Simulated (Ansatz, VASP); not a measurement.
## CaC: VASP beside Ansatz

```xyz
4
Lattice="3.8529 0.0000 0.0000 -1.9265 3.3367 0.0000 0.0000 0.0000 7.2640" Properties=species:S:1:pos:R:3 pbc="T T T"
Ca    0.0000    2.2245    5.3670
Ca    1.9265    1.1122    1.8970
C     0.0000    0.0000    6.6281
C     0.0000    0.0000    0.6359
```

Alike in both runs: functional PBE; k mesh 6 × 6 × 4; occupations gaussian, width 0.1 eV; collinear spin.

Ansatz relaxed the structure, and its values are those at the end. VASP's run is a single point on that final structure, the one shown.

|  | VASP | Ansatz |
| --- | --- | --- |
| version | VASP 6.6.1 | Ansatz 0.2.0 |
| potentials or method | VASP PAW PBE potentials, release 64 (Ca_sv, C), cutoff 520 eV | scalar-relativistic, plane waves, PAW |
| valence electrons in the cell | 28 | 28 |

```csv
,VASP,Ansatz,Ansatz less VASP
gap on the k mesh at the Fermi level (eV),none,none,-
pressure (GPa),0.2,0.0,-0.17
rms of the force components (eV/Å),0.036,0.006,-0.0298
net moment per atom (μB),0.00,0.00,0.000
```

A gap of «none» marks a metal or a gap that the smearing closes. Ansatz's warnings: seeded moment not kept.
